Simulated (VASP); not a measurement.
# YN (Fm-3m) in VASP: a series of runs

YN is run at these levels: PBE, HSE06, r2SCANh; tasks: single point.

Everything below comes from runs of VASP 6.6.1. Logs are shortened: lines on timing, memory, paths and dates and some standing lists are left out, and cuts for length are marked.

## 1. The cell of the first run

Symmetry: Fm-3m, No. 225, cubic system. Conventional cell: a = 4.877 Å, b = 4.877 Å, c = 4.877 Å, α = 90.00°, β = 90.00°, γ = 90.00°. Y (site symmetry m-3m) has 6 N at 2.44 Å within 3.2 Å. N (site symmetry m-3m) has 6 Y at 2.44 Å within 3.2 Å.

## 2. Single point, PBE

File INCAR:

```
PREC = Accurate
ENCUT = 600
EDIFF = 1E-6
ISMEAR = 0
SIGMA = 0.01
LREAL = False
LASPH = True
NELM = 120
ALGO = Normal
ISIF = 2
LWAVE = False
LCHARG = False
GGA = PE
NBANDS = 15
GGA_COMPAT = False
```

File KPOINTS:

```
Automatic mesh
0
Gamma
  4 4 4
```

File POSCAR:

```
YN
1.0
    3.4485600000      0.0000000000      0.0000000000
    1.7242800000      2.9865405665      0.0000000000
    1.7242800000      0.9955135222      2.8157374491
Y N
1 1
Direct
    0.0000000000      0.0000000000      0.0000000000
    0.5000000000      0.5000000000      0.5000000000
```

Potentials or basis: VASP PAW PBE potentials, release 64 (Y_sv, N).

Launch:

```console
> cat potpaw_PBE.64/Y_sv/POTCAR potpaw_PBE.64/N/POTCAR > POTCAR
> mpirun -np 1 vasp_std > vasp.out
```

OUTCAR:

```text
PREC = Accurate
   ENCUT = 600
   EDIFF = 1E-6
   ISMEAR = 0
   LREAL = False
   LASPH = True
   NELM = 120
   ISIF = 2
   GGA = PE

 ion  position               nearest neighbor table
   1  0.000  0.000  0.000-   2 2.44   2 2.44   2 2.44   2 2.44   2 2.44   2 2.44
   2  0.500  0.500  0.500-   1 2.44   1 2.44   1 2.44   1 2.44   1 2.44   1 2.44

  LATTYP: Found a face centered cubic cell.
 ALAT       =     4.8770003227

  Lattice vectors:

 A1 = (   3.4485600000,   0.0000000000,   0.0000000000)
 A2 = (   1.7242800000,   2.9865405665,   0.0000000000)
 A3 = (   1.7242800000,   0.9955135222,   2.8157374491)

Analysis of symmetry for initial positions (statically):
=====================================================================
 Subroutine PRICEL returns:
 Original cell was already a primitive cell.

 Routine SETGRP: Setting up the symmetry group for a
 face centered cubic supercell.

 Subroutine GETGRP returns: Found 48 space group operations
 (whereof 48 operations were pure point group operations)
 out of a pool of 48 trial point group operations.

The static configuration has the point symmetry O_h .

Analysis of symmetry for dynamics (positions and initial velocities):
=====================================================================
 Subroutine PRICEL returns:
 Original cell was already a primitive cell.

 Routine SETGRP: Setting up the symmetry group for a
 face centered cubic supercell.

 Subroutine GETGRP returns: Found 48 space group operations
 (whereof 48 operations were pure point group operations)
 out of a pool of 48 trial point group operations.

The dynamic configuration has the point symmetry O_h .

 Subroutine INISYM returns: Found 48 space group operations
 (whereof 48 operations are pure point group operations),
 and found     1 'primitive' translations

----------------------------------------------------------------------------------------

                                     Primitive cell

  volume of cell :      29.0000

  direct lattice vectors                    reciprocal lattice vectors
     3.448560000  0.000000000  0.000000000     0.289976106 -0.167417783 -0.118382250
     1.724280000  2.986540566  0.000000000     0.000000000  0.334835566 -0.118382250
     1.724280000  0.995513522  2.815737449     0.000000000  0.000000000  0.355146749

  length of vectors
     3.448560000  3.448560000  3.448560000     0.355146749  0.355146749  0.355146749

  position of ions in fractional coordinates (direct lattice)
     0.000000000  0.000000000  0.000000000
     0.500000000  0.500000000  0.500000000

  ion indices of the primitive-cell ions
   primitive index   ion index
                 1           1
                 2           2

----------------------------------------------------------------------------------------

 KPOINTS: Automatic mesh

Automatic generation of k-mesh.
 Grid dimensions read from file:
 generate k-points for:    4    4    4

 Generating k-lattice:

  Cartesian coordinates                     Fractional coordinates (reciprocal lattice)
     0.072494026 -0.041854446 -0.029595562     0.250000000  0.000000000  0.000000000
     0.000000000  0.083708891 -0.029595562     0.000000000  0.250000000 -0.000000000
     0.000000000  0.000000000  0.088786687     0.000000000  0.000000000  0.250000000

  Length of vectors
     0.088786687  0.088786687  0.088786687

  Shift w.r.t. Gamma in fractional coordinates (k-lattice)
     0.000000000  0.000000000  0.000000000

 Subroutine IBZKPT returns following result:
 ===========================================

 Found      8 irreducible k-points:

 Following reciprocal coordinates:
            Coordinates               Weight
  0.000000  0.000000  0.000000      1.000000
  0.250000 -0.000000 -0.000000      8.000000
  0.500000 -0.000000 -0.000000      4.000000
  0.250000  0.250000 -0.000000      6.000000
  0.500000  0.250000  0.000000     24.000000
 -0.250000  0.250000  0.000000     12.000000
  0.500000  0.500000 -0.000000      3.000000
 -0.250000  0.500000  0.250000      6.000000
   k-points           NKPTS =      8   k-points in BZ     NKDIM =      8   number of bands    NBANDS=     15
   number of dos      NEDOS =    301   number of ions     NIONS =      2
   total plane-waves  NPLWV =  21952
   dimension x,y,z NGX =    28 NGY =   28 NGZ =   28
   dimension x,y,z NGXF=    56 NGYF=   56 NGZF=   56
   ions per type =               1   1
   NGX,Y,Z   is equivalent  to a cutoff of  13.50, 13.50, 13.50 a.u.
   NGXF,Y,Z  is equivalent  to a cutoff of  27.00, 27.00, 27.00 a.u.
 SYSTEM =  unknown system
   PREC   = accura    normal or accurate (medium, high low for compatibility)
   ISTART =      0    job   : 0-new  1-cont  2-samecut
   ICHARG =      2    charge: 1-file 2-atom 10-const
   ISPIN  =      1    spin polarized calculation?
   LNONCOLLINEAR =      F non collinear calculations
   LSORBIT =      F    spin-orbit coupling
   LASPH  =      T    aspherical Exc in radial PAW
   ENCUT  =  600.0 eV  44.10 Ry    6.64 a.u.   6.89  6.89  6.89*2*pi/ulx,y,z
   NELM   =    120;   NELMIN=  2; NELMDL= -5     # of ELM steps
   EDIFF  = 0.1E-05   stopping-criterion for ELM
   LREAL  =      F    real-space projection
   EDIFFG = 0.1E-04   stopping-criterion for IOM
   NSW    =      0    number of steps for IOM
   IBRION =     -1    ionic relax: 0-MD 1-quasi-New 2-CG
   NFREE  =      0    steps in history (QN), initial steepest desc. (CG)
   ISIF   =      2    stress and relaxation
   ISYM   =      2    0-nonsym 1-usesym 2-fastsym
   POTIM  = 0.5000    time-step for ionic-motion
   TEBEG  =    0.0;   TEEND  =   0.0 temperature during run
   PSTRESS=    0.0 pullay stress
   NELECT =      16.0000    total number of electrons
   NUPDOWN=      -1.0000    fix difference up-down
   EMIN   =  10.00;   EMAX   =-10.00  energy-range for DOS
   EFERMI =   0.00;   METHOD = LEGACY
   ISMEAR =     0;   SIGMA  =   0.01  broadening in eV -4-tet -1-fermi 0-gaus
   EFERMI_NEDOS =   21; number of points for ismear=-14 and -15
   IALGO  =     38    algorithm
   IMIX   =      4    mixing-type and parameters
     AMIX     =   0.40;   BMIX     =  1.00
     AMIX_MAG =   1.60;   BMIX_MAG =  1.00
  volume/ion in A,a.u.               =      14.50        97.85
  Fermi-wavevector in a.u.,A,eV,Ry     =   1.342709  2.537353 24.529517  1.802869
  Thomas-Fermi vector in A             =   2.470842
   LORBIT       =      0    0 simple, 1 ext, 2 COOP (PROOUT), +10 PAW based schemes
   GGA     = PE    functional components
   LHFCALC =     F    Hartree Fock is set to
   AEXX    =    0.0000 exact exchange contribution
   IVDW    =     0    specifies the selected vdW correction
   LEPSILON=     F    determine dielectric tensor
   LRPA    =     F    only Hartree local field effects (RPA)
 non-spin polarized calculation
 Gauss-broadening in eV      SIGMA  =   0.01
  energy-cutoff  :      600.00
  volume of cell :       29.00
 maximum number of plane-waves:       982
   NGX = 13   NGY = 13   NGZ = 13

 number of electron      16.0000002 magnetization

 Free energy of the ion-electron system (eV)
  ---------------------------------------------------
  ext. energy  EPLUGINS =         0.00000000
  ---------------------------------------------------
  free energy    TOTEN  =       -18.16564147 eV

  energy without entropy =      -18.16564147  energy(sigma->0) =      -18.16564147

 E-fermi :   4.3227     XC(G=0): -11.2730

 val. band max:        4.2671217006   @ k =   0.0000   0.0000   0.0000
 cond. band min:       4.3714849112   @ k =   0.5000   0.5000  -0.0000
 fundamental gap:      0.1043632106
 Fermi energy:         4.3226680678

 k-point     1 :       0.0000    0.0000    0.0000
  band No.  band energies     occupation
      1     -36.6240      2.00000
      2     -16.2593      2.00000
      3     -16.2593      2.00000
      4     -16.2593      2.00000
      5      -8.6730      2.00000
      6       4.2671      2.00000
      7       4.2671      2.00000
      8       4.2671      2.00000
      9       7.3428      0.00000
     10       7.3428      0.00000
     11       7.3428      0.00000
     12       8.4467      0.00000
     13       9.3402      0.00000
     14       9.3402      0.00000
     15      15.0632      0.00000

 k-point     2 :       0.2500   -0.0000   -0.0000
  band No.  band energies     occupation
      1     -36.5629      2.00000
      2     -16.8759      2.00000
      3     -16.3025      2.00000
      4     -16.3025      2.00000
      5      -7.7673      2.00000
      6       1.8003      2.00000
      7       2.8685      2.00000
      8       2.8685      2.00000
      9       7.8902      0.00000
     10       8.6938      0.00000
     11       8.6938      0.00000
     12      10.8525      0.00000
     13      11.8074      0.00000
     14      11.8074      0.00000
     15      17.9620      0.00000

 k-point     3 :       0.5000   -0.0000   -0.0000
  band No.  band energies     occupation
      1     -36.5008      2.00000
      2     -17.4063      2.00000
      3     -16.3448      2.00000
      4     -16.3448      2.00000
      5      -6.8699      2.00000
      6       0.1294      2.00000
      7       1.9784      2.00000
      8       1.9784      2.00000
      9       9.9617      0.00000
     10      10.6095      0.00000
     11      10.6095      0.00000
     12      10.9904      0.00000
     13      14.4709      0.00000
     14      14.4709      0.00000
     15      17.9728      0.00000

 k-point     4 :       0.2500    0.2500   -0.0000
  band No.  band energies     occupation
      1     -36.5431      2.00000
      2     -16.7948      2.00000
      3     -16.4270      2.00000
      4     -16.4270      2.00000
      5      -7.9214      2.00000
      6       1.6056      2.00000
      7       3.7557      2.00000
      8       3.7557      2.00000
      9       5.5301      0.00000
     10       9.8151      0.00000
     11      10.1113      0.00000
     12      10.1344      0.00000
     13      10.1344      0.00000
     14      14.0137      0.00000
     15      19.3029      0.00000

 k-point     5 :       0.5000    0.2500    0.0000
  band No.  band energies     occupation
      1     -36.4816      2.00000
      2     -17.1370      2.00000
      3     -16.6253      2.00000
      4     -16.4702      2.00000
      5      -7.5678      2.00000
      6       1.5206      2.00000
      7       2.4686      2.00000
      8       2.8331      2.00000
      9       6.8581      0.00000
     10      10.6183      0.00000
     11      11.2525      0.00000
     12      12.2512      0.00000
     13      12.7036      0.00000
     14      15.0214      0.00000
     15      16.7205      0.00000

 k-point     6 :      -0.2500    0.2500    0.0000
  band No.  band energies     occupation
      1     -36.5017      2.00000
      2     -17.0859      2.00000
      3     -16.6493      2.00000
      4     -16.3471      2.00000
      5      -7.3370      2.00000
      6       0.9703      2.00000
      7       2.2070      2.00000
      8       2.7841      2.00000
      9       8.6647      0.00000
     10       9.4299      0.00000
     11       9.9478      0.00000
     12      11.0784      0.00000
     13      14.1739      0.00000
     14      14.3849      0.00000
     15      17.6046      0.00000

 k-point     7 :       0.5000    0.5000   -0.0000
  band No.  band energies     occupation
      1     -36.4622      2.00000
      2     -17.1242      2.00000
      3     -16.5915      2.00000
      4     -16.5915      2.00000
      5      -8.2340      2.00000
      6       2.7608      2.00000
      7       3.8780      2.00000
      8       3.8780      2.00000
      9       4.3715      0.00000
     10      11.0856      0.00000
     11      11.5052      0.00000
     12      12.1507      0.00000
     13      12.1507      0.00000
     14      14.5757      0.00000
     15      15.6115      0.00000

 k-point     8 :      -0.2500    0.5000    0.2500
  band No.  band energies     occupation
      1     -36.4614      2.00000
      2     -16.8642      2.00000
      3     -16.8642      2.00000
      4     -16.6786      2.00000
      5      -7.7291      2.00000
      6       2.0819      2.00000
      7       2.7041      2.00000
      8       2.7041      2.00000
      9       8.2358      0.00000
     10       8.2358      0.00000
     11      11.5707      0.00000
     12      12.1632      0.00000
     13      13.0839      0.00000
     14      16.6444      0.00000
     15      17.7118      0.00000

------------------------ aborting loop because EDIFF is reached ----------------------------------------

  FORCE on cell =-STRESS in cart. coord.  units (eV):
  Direction    XX          YY          ZZ          XY          YZ          ZX
  --------------------------------------------------------------------------------------
  -------------------------------------------------------------------------------------
  Total        0.6159249      0.6159249      0.6159249     -0.0000000      0.0000000     -0.0000000
  in kB       34.0282790     34.0282790     34.0282790     -0.0000000      0.0000000     -0.0000000
  external PRESSURE =      34.0282790 kB  Pullay stress =       0.0000000 kB

 VOLUME and BASIS-vectors are now :
 -----------------------------------------------------------------------------
  energy-cutoff  :      600.00
  volume of cell :       29.00
      direct lattice vectors                 reciprocal lattice vectors
     3.448560000  0.000000000  0.000000000     0.289976106 -0.167417783 -0.118382250
     1.724280000  2.986540566  0.000000000     0.000000000  0.334835566 -0.118382250
     1.724280000  0.995513522  2.815737449     0.000000000  0.000000000  0.355146749

 POSITION                                       TOTAL-FORCE (eV/Angst)
 -----------------------------------------------------------------------------------
      0.00000      0.00000      0.00000         0.000000      0.000000      0.000000
      3.44856      1.99103      1.40787        -0.000000     -0.000000      0.000000
 -----------------------------------------------------------------------------------
    total drift:                                0.000000      0.000000      0.000000

  FREE ENERGIE OF THE ION-ELECTRON SYSTEM (eV)
  ---------------------------------------------------
  free  energy   TOTEN  =       -18.1656414746 eV

  energy  without entropy=      -18.1656414746  energy(sigma->0) =      -18.16564147
```

Wall time 16 s (1 thread of Intel Xeon 8259CL, shared host); peak memory 0.17 GiB.

What came out:

* Free energy: -18.1656 eV
* Pressure: 3.4 GPa
* Band gap on the k mesh: 0.10 eV (least direct gap 0.49 eV)

Levels at points of the mesh, in eV from the valence-band top:
```
           k point  band 6  band 7  band 8  band 9  band 10  band 11
(0.00, 0.00, 0.00)    0.00    0.00    0.00    3.08     3.08     3.08
(0.50, 0.00, 0.00)   -4.14   -2.29   -2.29    5.69     6.34     6.34
(0.50, 0.50, 0.00)   -1.51   -0.39   -0.39    0.10     6.82     7.24
```

Caveat: the k points lie up to 0.56 Å⁻¹ apart.

[end of part 1 of 2]
